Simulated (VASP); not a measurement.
GaSb (ref): single point with r2SCAN

The system is GaSb (ref).

```
Ga Sb
1.0
     0.00000    3.06670    3.06670
     3.06670    0.00000    3.06670
     3.06670    3.06670    0.00000
Ga Sb
1 1
Direct
  0.00000 0.00000 0.00000
  0.25000 0.25000 0.25000
```

```
Program             : VASP 6.6.1
Task                : single point
Functional          : r2SCAN
Potentials or basis : VASP PAW PBE potentials, release 64 (Ga_d, Sb)
Cutoff              : 520 eV
k mesh              : 14 × 14 × 14
Occupations         : gaussian, width 0.02 eV
Spin                : no spin polarisation
```

The pressure is 0.1 GPa and the band gap on the k mesh is 0.39 eV, direct.

Levels at points of the mesh, in eV from the valence-band top:
```tsv
k point	band 7	band 8	band 9	band 10	band 11	band 12
(0.00, 0.00, 0.00)	0.00	0.00	0.00	0.39	2.98	2.98
(0.50, 0.00, 0.00)	-6.54	-1.20	-1.20	0.67	4.01	4.01
(0.50, 0.50, 0.00)	-7.01	-2.67	-2.67	1.13	1.49	9.21
```

It used 490 s of CPU time on 1 thread of AMD EPYC 7R13 Processor (Zen 3), with other jobs on the host.

Caveat: the PAW data sets were made with another functional, which shifts forces and pressure a little; spin-orbit coupling is left out, which moves the levels of the heavy elements. A k mesh can miss the band edges.
